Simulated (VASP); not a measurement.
# ZnS (F-43m) in VASP: notebook

The runs below take ZnS through single point, with PBE0.

Everything below comes from runs of VASP 6.6.1. Logs are shortened: lines on timing, memory, paths and dates and some standing lists are left out, and cuts for length are marked.

**1. The cell of the first run**

The structure is cubic, space group F-43m (No. 216). Conventional cell: a = 5.294 Å, b = 5.294 Å, c = 5.294 Å, α = 90.00°, β = 90.00°, γ = 90.00°. Within 3.0 Å of Zn (site symmetry -43m) lie 4 S at 2.29 Å. S (site symmetry -43m) has 4 Zn at 2.29 Å within 3.0 Å.

**2. Single point, PBE0**

POSCAR

```
ZnS
1.0
    0.0000000000      2.6468416657      2.6468416657
    2.6468416657      0.0000000000      2.6468416657
    2.6468416657      2.6468416657      0.0000000000
Zn S
1 1
Direct
    0.7500000000      0.7500000000      0.7500000000
    0.0000000000      0.0000000000      0.0000000000
```

INCAR.step1

```
SYSTEM = ZnS
  ALGO = Normal
  EDIFF = 1E-5
  ENCUT = 520
  GGA = PE
  ISIF = 2
  ISMEAR = -1
  LASPH = .True.
  LCHARG = .False.
  LREAL = .False.
  LWAVE = .True.
  NBANDS = 16
  NELM = 60
  PREC = Accurate
  SIGMA = 0.05
```

INCAR.step2

```
SYSTEM = ZnS
  AEXX = 0.25
  ALGO = Normal
  EDIFF = 1E-6
  ENCUT = 520
  GGA = PE
  ISIF = 2
  ISMEAR = -1
  ISTART = 1
  LASPH = .True.
  LCHARG = .False.
  LHFCALC = .True.
  LREAL = .False.
  LWAVE = .False.
  NBANDS = 16
  NELM = 60
  PREC = Accurate
  PRECFOCK = Normal
  SIGMA = 0.05
```

KPOINTS

```
k-points
0
Gamma
  5 5 5
  0 0 0
```

Potentials or basis: VASP PAW PBE potentials, release 64 (Zn, S).

Command:

```bash
$ cat potpaw_PBE.64/Zn/POTCAR potpaw_PBE.64/S/POTCAR > POTCAR
$ cp INCAR.step1 INCAR
$ mpirun -np 1 vasp_std > vasp.out
$ cp INCAR.step2 INCAR
$ mpirun -np 1 vasp_std > vasp.out
```

OUTCAR:

```text
SYSTEM = ZnS
   AEXX = 0.25
   EDIFF = 1E-6
   ENCUT = 520
   GGA = PE
   ISIF = 2
   ISMEAR = -1
   ISTART = 1
   LASPH = .True.
   LHFCALC = .True.
   LREAL = .False.
   NELM = 60
   PREC = Accurate
   PRECFOCK = Normal

 ion  position               nearest neighbor table
   1  0.750  0.750  0.750-   2 2.29   2 2.29   2 2.29   2 2.29
   2  0.000  0.000  0.000-   1 2.29   1 2.29   1 2.29   1 2.29

  LATTYP: Found a face centered cubic cell.
 ALAT       =     5.2936833314

  Lattice vectors:

 A1 = (   0.0000000000,   2.6468416657,   2.6468416657)
 A2 = (   2.6468416657,   0.0000000000,   2.6468416657)
 A3 = (   2.6468416657,   2.6468416657,   0.0000000000)

Analysis of symmetry for initial positions (statically):
=====================================================================
 Subroutine PRICEL returns:
 Original cell was already a primitive cell.

 Routine SETGRP: Setting up the symmetry group for a
 face centered cubic supercell.

 Subroutine GETGRP returns: Found 24 space group operations
 (whereof 24 operations were pure point group operations)
 out of a pool of 48 trial point group operations.

The static configuration has the point symmetry T_d .

Analysis of symmetry for dynamics (positions and initial velocities):
=====================================================================
 Subroutine PRICEL returns:
 Original cell was already a primitive cell.

 Routine SETGRP: Setting up the symmetry group for a
 face centered cubic supercell.

 Subroutine GETGRP returns: Found 24 space group operations
 (whereof 24 operations were pure point group operations)
 out of a pool of 48 trial point group operations.

The dynamic configuration has the point symmetry T_d .

 Subroutine INISYM returns: Found 24 space group operations
 (whereof 24 operations are pure point group operations),
 and found     1 'primitive' translations

----------------------------------------------------------------------------------------

                                     Primitive cell

  volume of cell :      37.0863

  direct lattice vectors                    reciprocal lattice vectors
     0.000000000  2.646841666  2.646841666    -0.188904386  0.188904386  0.188904386
     2.646841666  0.000000000  2.646841666     0.188904386 -0.188904386  0.188904386
     2.646841666  2.646841666  0.000000000     0.188904386  0.188904386 -0.188904386

  length of vectors
     3.743199381  3.743199381  3.743199381     0.327191995  0.327191995  0.327191995

  position of ions in fractional coordinates (direct lattice)
     0.750000000  0.750000000  0.750000000
     0.000000000  0.000000000  0.000000000

  ion indices of the primitive-cell ions
   primitive index   ion index
                 1           1
                 2           2

----------------------------------------------------------------------------------------

 KPOINTS: k-points

Automatic generation of k-mesh.
 Grid dimensions read from file:
 generate k-points for:    5    5    5

 Generating k-lattice:

  Cartesian coordinates                     Fractional coordinates (reciprocal lattice)
    -0.037780877  0.037780877  0.037780877     0.200000000  0.000000000  0.000000000
     0.037780877 -0.037780877  0.037780877     0.000000000  0.200000000  0.000000000
     0.037780877  0.037780877 -0.037780877     0.000000000  0.000000000  0.200000000

  Length of vectors
     0.065438399  0.065438399  0.065438399

  Shift w.r.t. Gamma in fractional coordinates (k-lattice)
     0.000000000  0.000000000  0.000000000

 Subroutine IBZKPT returns following result:
 ===========================================

 Found     10 irreducible k-points:

 Following reciprocal coordinates:
            Coordinates               Weight
  0.000000  0.000000  0.000000      1.000000
  0.200000  0.000000  0.000000      8.000000
  0.400000  0.000000  0.000000      8.000000
  0.200000  0.200000  0.000000      6.000000
  0.400000  0.200000  0.000000     24.000000
 -0.400000  0.200000  0.000000     24.000000
 -0.200000  0.200000  0.000000     12.000000
  0.400000  0.400000  0.000000      6.000000
 -0.400000  0.400000  0.000000     12.000000
 -0.400000  0.400000  0.200000     24.000000
   k-points           NKPTS =     10   k-points in BZ     NKDIM =    125   number of bands    NBANDS=     16
   number of dos      NEDOS =    301   number of ions     NIONS =      2
   total plane-waves  NPLWV =  21952
   dimension x,y,z NGX =    28 NGY =   28 NGZ =   28
   dimension x,y,z NGXF=    56 NGYF=   56 NGZF=   56
   ions per type =               1   1
   NGX,Y,Z   is equivalent  to a cutoff of  12.44, 12.44, 12.44 a.u.
   NGXF,Y,Z  is equivalent  to a cutoff of  24.87, 24.87, 24.87 a.u.
 SYSTEM =  ZnS
   PREC   = accura    normal or accurate (medium, high low for compatibility)
   ISTART =      1    job   : 0-new  1-cont  2-samecut
   ICHARG =      0    charge: 1-file 2-atom 10-const
   ISPIN  =      1    spin polarized calculation?
   LNONCOLLINEAR =      F non collinear calculations
   LSORBIT =      F    spin-orbit coupling
   LASPH  =      T    aspherical Exc in radial PAW
   ENCUT  =  520.0 eV  38.22 Ry    6.18 a.u.   6.96  6.96  6.96*2*pi/ulx,y,z
   NELM   =     60;   NELMIN=  2; NELMDL=  0     # of ELM steps
   EDIFF  = 0.1E-05   stopping-criterion for ELM
   LREAL  =      F    real-space projection
   EDIFFG = 0.1E-04   stopping-criterion for IOM
   NSW    =      0    number of steps for IOM
   IBRION =     -1    ionic relax: 0-MD 1-quasi-New 2-CG
   NFREE  =      0    steps in history (QN), initial steepest desc. (CG)
   ISIF   =      2    stress and relaxation
   ISYM   =      3    0-nonsym 1-usesym 2-fastsym
   POTIM  = 0.5000    time-step for ionic-motion
   TEBEG  =    0.0;   TEEND  =   0.0 temperature during run
   PSTRESS=    0.0 pullay stress
   NELECT =      18.0000    total number of electrons
   NUPDOWN=      -1.0000    fix difference up-down
   EMIN   =  10.00;   EMAX   =-10.00  energy-range for DOS
   EFERMI =   0.00;   METHOD = LEGACY
   ISMEAR =    -1;   SIGMA  =   0.05  broadening in eV -4-tet -1-fermi 0-gaus
   EFERMI_NEDOS =   21; number of points for ismear=-14 and -15
   IALGO  =     38    algorithm
   IMIX   =      1    mixing-type and parameters
     AMIX     =   0.40;   BMIX     =  1.00
     AMIX_MAG =   1.60;   BMIX_MAG =  1.00
  volume/ion in A,a.u.               =      18.54       125.14
  Fermi-wavevector in a.u.,A,eV,Ry     =   1.286553  2.431233 22.520619  1.655219
  Thomas-Fermi vector in A             =   2.418621
   LORBIT       =      0    0 simple, 1 ext, 2 COOP (PROOUT), +10 PAW based schemes
   GGA     = PE    functional components
   LHFCALC =     T    Hartree Fock is set to
   PRECFOCK=normal    Normal, Fast or Accurate (Low or Medium for compatibility)
   ENCUT4O =  -1.0   cutoff for four orbital integrals eV
   NKREDX  =     1    reduce k-point grid by
   NKREDY  =     1    reduce k-point grid by
   NKREDZ  =     1    reduce k-point grid by
   AEXX    =    0.2500 exact exchange contribution
   HFSCREEN=    0.0000 screening length (either q_TF or 0.3 A-1)
   HFSCREENC=   0.0000 screening length for correlation (either q_TF or 0.3 A-1)
   ENCUTFOCK=  -1.0 apply spherical cutoff to Coloumb kernel
   IVDW    =     0    specifies the selected vdW correction
   LEPSILON=     F    determine dielectric tensor
   LRPA    =     F    only Hartree local field effects (RPA)
 non-spin polarized calculation
  energy-cutoff  :      520.00
  volume of cell :       37.09
 maximum number of plane-waves:      1006
  NGX = 24; NGY = 24; NGZ = 24

 number of electron      18.0000013 magnetization

 Free energy of the ion-electron system (eV)
  ---------------------------------------------------
  ext. energy  EPLUGINS =         0.00000000
  ---------------------------------------------------
  free energy    TOTEN  =        -8.89073491 eV

  energy without entropy =       -8.89073491  energy(sigma->0) =       -8.89073491

 E-fermi :   2.6583     XC(G=0):  -7.8195

 val. band max:        1.5894740811   @ k =   0.0000   0.0000   0.0000
 cond. band min:       5.9301985424   @ k =   0.0000   0.0000   0.0000
 fundamental gap:      4.3407244613
 Fermi energy:         2.6583193212

 k-point     1 :       0.0000    0.0000    0.0000
  band No.  band energies     occupation
      1     -13.2601      2.00000
      2      -6.5366      2.00000
      3      -6.5366      2.00000
      4      -6.5366      2.00000
      5      -6.0189      2.00000
      6      -6.0189      2.00000
[... 8 lines left out ...]
     15      15.6576      0.00000
     16      16.0899      0.00000

 k-point     2 :       0.2000    0.0000    0.0000
  band No.  band energies     occupation
      1     -12.9184      2.00000
      2      -6.4849      2.00000
      3      -6.4849      2.00000
      4      -6.4816      2.00000
      5      -6.0209      2.00000
      6      -6.0209      2.00000
[... 8 lines left out ...]
     15      14.6622      0.00000
     16      16.4137      0.00000

 k-point     3 :       0.4000    0.0000    0.0000
  band No.  band energies     occupation
      1     -12.2692      2.00000
      2      -6.4207      2.00000
      3      -6.4207      2.00000
      4      -6.0427      2.00000
      5      -5.9973      2.00000
      6      -5.9973      2.00000
[... 8 lines left out ...]
     15      16.4381      0.00000
     16      16.4381      0.00000

 k-point     4 :       0.2000    0.2000    0.0000
  band No.  band energies     occupation
      1     -12.8043      2.00000
      2      -6.5358      2.00000
      3      -6.4314      2.00000
      4      -6.4314      2.00000
      5      -6.0549      2.00000
      6      -5.9914      2.00000
[... 8 lines left out ...]
     15      16.2112      0.00000
     16      19.2088      0.00000
[... 58 lines left out ...]
 k-point     8 :       0.4000    0.4000    0.0000
  band No.  band energies     occupation
      1     -11.9386      2.00000
      2      -6.4644      2.00000
      3      -6.2191      2.00000
      4      -6.2191      2.00000
      5      -5.9467      2.00000
      6      -5.8851      2.00000
[... 8 lines left out ...]
     15      17.4872      0.00000
     16      20.2992      0.00000

 k-point     9 :      -0.4000    0.4000    0.0000
  band No.  band energies     occupation
      1     -11.7809      2.00000
      2      -6.4076      2.00000
      3      -6.2156      2.00000
      4      -6.1558      2.00000
      5      -5.9697      2.00000
      6      -5.5881      2.00000
[... 8 lines left out ...]
     15      17.0165      0.00000
     16      19.8584      0.00000

 k-point    10 :      -0.4000    0.4000    0.2000
  band No.  band energies     occupation
      1     -11.8703      2.00000
      2      -6.3674      2.00000
      3      -6.2963      2.00000
      4      -6.1179      2.00000
      5      -6.0019      2.00000
      6      -5.6670      2.00000
[... 8 lines left out ...]
     15      17.5863      0.00000
     16      20.0682      0.00000

------------------------ aborting loop because EDIFF is reached ----------------------------------------

  FORCE on cell =-STRESS in cart. coord.  units (eV):
  Direction    XX          YY          ZZ          XY          YZ          ZX
  --------------------------------------------------------------------------------------
  -------------------------------------------------------------------------------------
  Total        1.4481980      1.4481980      1.4481980      0.0000000      0.0000000      0.0000000
  in kB       62.5640198     62.5640198     62.5640198      0.0000000      0.0000000      0.0000000
  external PRESSURE =      62.5640198 kB  Pullay stress =       0.0000000 kB

 VOLUME and BASIS-vectors are now :
 -----------------------------------------------------------------------------
  energy-cutoff  :      520.00
  volume of cell :       37.09
      direct lattice vectors                 reciprocal lattice vectors
     0.000000000  2.646841666  2.646841666    -0.188904386  0.188904386  0.188904386
     2.646841666  0.000000000  2.646841666     0.188904386 -0.188904386  0.188904386
     2.646841666  2.646841666  0.000000000     0.188904386  0.188904386 -0.188904386

 POSITION                                       TOTAL-FORCE (eV/Angst)
 -----------------------------------------------------------------------------------
      3.97026      3.97026      3.97026        -0.000000     -0.000000     -0.000000
      0.00000      0.00000      0.00000         0.000000      0.000000      0.000000
 -----------------------------------------------------------------------------------
    total drift:                                0.000142      0.000110      0.000060

  FREE ENERGIE OF THE ION-ELECTRON SYSTEM (eV)
  ---------------------------------------------------
  free  energy   TOTEN  =        -8.8907349115 eV

  energy  without entropy=       -8.8907349114  energy(sigma->0) =       -8.89073491
```

It took 8.6 min on 1 thread of Intel Xeon Platinum 8488C (Sapphire Rapids), shared host; peak memory 0.16 GiB.

Results:

| Quantity | Value |
| --- | --- |
| Free energy | -8.8907 eV |
| Pressure | 6.3 GPa |
| Band gap on the k mesh | 4.34 eV |

Caveat: the cell stands under pressure; the PAW data sets were made with another functional, which shifts forces and pressure a little.

**3. Single point, PBE0**

This run uses another cell than the first one, of 18.94 Å³/atom.

POSCAR

```
ZnS
1.0
    0.0000000000      2.6654820099      2.6654820099
    2.6654820099      0.0000000000      2.6654820099
    2.6654820099      2.6654820099      0.0000000000
Zn S
1 1
Direct
    0.7500000000      0.7500000000      0.7500000000
    0.0000000000      0.0000000000      0.0000000000
```

INCAR.step1: that of step 2 with these lines changed.

```diff
@@ -8,3 +8,2 @@
   LASPH = .True.
-  LCHARG = .False.
   LREAL = .False.
```

INCAR.step2: that of step 2 with these lines changed.

```diff
@@ -10,5 +10,7 @@
   LASPH = .True.
-  LCHARG = .False.
+  LCHARG = .True.
+  LELF = .True.
   LHFCALC = .True.
   LREAL = .False.
+  LVHAR = .True.
   LWAVE = .False.
```

KPOINTS is that of step 2.

Potentials or basis: VASP PAW PBE potentials, release 64 (Zn, S).

Command:

```bash
$ cat potpaw_PBE.64/Zn/POTCAR potpaw_PBE.64/S/POTCAR > POTCAR
$ cp INCAR.step1 INCAR
$ mpirun -np 1 vasp_std > vasp.out
$ cp INCAR.step2 INCAR
$ mpirun -np 1 vasp_std > vasp.out
```

Wall time 9.3 min (1 thread of Intel Xeon Platinum 8488C (Sapphire Rapids), shared host); peak memory 0.17 GiB.

Results (log left out):

```
Free energy            : -8.9168 eV
Pressure               : 4.2 GPa
Band gap on the k mesh : 4.24 eV
```

Levels at points of the mesh, in eV from the valence-band top:
| k point | band 6 | band 7 | band 8 | band 9 | band 10 | band 11 | band 12 | band 13 |
| --- | --- | --- | --- | --- | --- | --- | --- | --- |
| (0.00, 0.00, 0.00) | -7.55 | 0.00 | 0.00 | 0.00 | 4.24 | 8.41 | 8.41 | 8.41 |

Caveat: the cell stands under pressure; the PAW data sets were made with another functional, which shifts forces and pressure a little.
